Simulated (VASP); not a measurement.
Here is a VASP 6.6.1 calculation.

Contents of INCAR:

```
  PREC = Accurate
  ENCUT = 450
  EDIFF = 1E-7
  ISMEAR = 0
  SIGMA = 0.05
  LREAL = False
  LASPH = True
  NELM = 120
  ALGO = Normal
  ISIF = 2
  LWAVE = False
  LCHARG = False
  LDIPOL = True
  IDIPOL = 3
  DIPOL = 0.5 0.5 0.500
  GGA = PE
  IBRION = 2
  NSW = 80
  EDIFFG = -0.02
  GGA_COMPAT = False
  NELMIN = 4
  NELMDL = -8
```

The input KPOINTS:

```
Automatic mesh
0
Gamma
  7 7 1
```

File POSCAR:

```
Al4As5
1.0
    4.0500342338      0.0000000000      0.0000000000
    0.0000000000      4.0500342338      0.0000000000
    0.0000000000      0.0000000000     26.4552266832
As Al
5 4
Direct
    0.0000000000      0.5000000000      0.2834978543
    0.5000000000      0.0000000000      0.3917489272
    0.0000000000      0.5000000000      0.5000000000
    0.5000000000      0.0000000000      0.6082510728
    0.0000000000      0.5000000000      0.7165021457
    0.5000000000      0.5000000000      0.3376233907
    0.0000000000      0.0000000000      0.4458744636
    0.5000000000      0.5000000000      0.5541255364
    0.0000000000      0.0000000000      0.6623766093
```

Potentials or basis: VASP PAW PBE potentials, release 64 (As, Al).

Launch:

```console
$ cat potpaw_PBE.64/As/POTCAR potpaw_PBE.64/Al/POTCAR > POTCAR
$ mpirun -np 1 vasp_std > vasp.out
```

**Question.** Estimate the band gap on the k mesh.

**Answer.** Zero (an odd number of electrons rules out a gap without spin polarisation).

**Question.** What does it give for the energy gained by relaxing?

**Answer.** 0.9 meV/atom.

Step by step:
```tsv
step	energy change (eV)	largest force (eV/Å)	pressure (GPa)
1	0.0000	0.2232	-0.39
2	-0.0070	0.0786	-0.37
3	-0.0076	0.0237	-0.37
4	-0.0076	0.0245	-0.37
5	-0.0077	0.0174	-0.37
```

Caveat: an odd number of electrons without spin polarisation forces a metal; a magnetic or distorted state may lie lower.
